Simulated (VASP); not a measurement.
MnHg:

```
Mn Hg
1.0
     2.97117    0.00000    0.00000
     0.00000    2.97117    0.00000
     0.00000    0.00000    2.97117
Mn Hg
1 1
Cartesian
  1.4856 1.4856 1.4856
  0.0000 0.0000 0.0000
```

Base run:

```yaml
Program: VASP 6.6.1
Functional: PBE
Potentials_or_basis: VASP PAW PBE potentials, release 64 (Mn_pv, Hg)
Cutoff: 520 eV
k_mesh: 10 × 10 × 10
Occupations: fermi-dirac, width 0.1 eV
Spin: no spin polarisation
```

Its results: pressure 42.5 GPa.

Q: The run is repeated on the same cell with these changes: spin from no spin polarisation to collinear spin, ferromagnetic start; further incar settings from ALGO = Normal; EDIFF = 1e-07; NBANDS = 20 to ALGO = Normal; EDIFF = 1e-07; NBANDS = 24. What comes out?

A: Pressure 58.3 GPa; net moment 2.73 μB per cell; site moments Mn +2.73; Hg -0.04 μB.

Caveats: the cell stands under pressure.
